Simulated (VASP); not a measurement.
Set up this calculation in VASP 6.6.1, as the native input.

```
Task                   : single point
Functional             : PBEsol
Potentials or basis    : VASP PAW PBE potentials, release 64 (W_sv)
Cutoff                 : 520 eV
k mesh                 : 8 × 8 × 8
Occupations            : fermi-dirac, width 0.136057 eV
Spin                   : no spin polarisation
Dipole correction      : no
Further INCAR settings : ALGO = Normal; EDIFF = 1e-07; NBANDS = 21
```

The structure of W lies in POSCAR:

```
W
1.0
    0.0000000000      2.8810898010      2.8810898010
    2.8810898010      0.0000000000      2.8810898010
    2.8810898010      2.8810898010      0.0000000000
W
2
Direct
    0.0000000000      0.0000000000      0.0000000000
    0.2500000000      0.2500000000      0.2500000000
```

These files were run (other wordings do the same):

INCAR

```
SYSTEM = W
PREC = Accurate
ENCUT = 520
EDIFF = 1E-7
ISMEAR = -1
SIGMA = 0.13605693000000002
LREAL = .False.
LASPH = .True.
NELM = 60
ALGO = Normal
ISIF = 2
LWAVE = .False.
LCHARG = .False.
GGA = PS
NBANDS = 21
```

KPOINTS

```
Automatic mesh
0
Gamma
  8 8 8
  0 0 0
```

Potentials or basis: VASP PAW PBE potentials, release 64 (W_sv).

Launch:

```console
$ cat potpaw_PBE.64/W_sv/POTCAR > POTCAR
$ mpirun -np 1 vasp_std > vasp.out
```

It gave:

The pressure is 0.6 GPa and the band gap on the k mesh is zero (band 14 reaches 5.79 eV, above the bottom of band 15 at 4.97 eV).

Caveat: the PAW data sets were made with another functional, which shifts forces and pressure a little; spin-orbit coupling is left out, which moves the levels of the heavy elements.

It took 25 s on 1 thread of Intel Xeon 6975P-C, with other jobs on the host, peak memory 0.17 GiB.
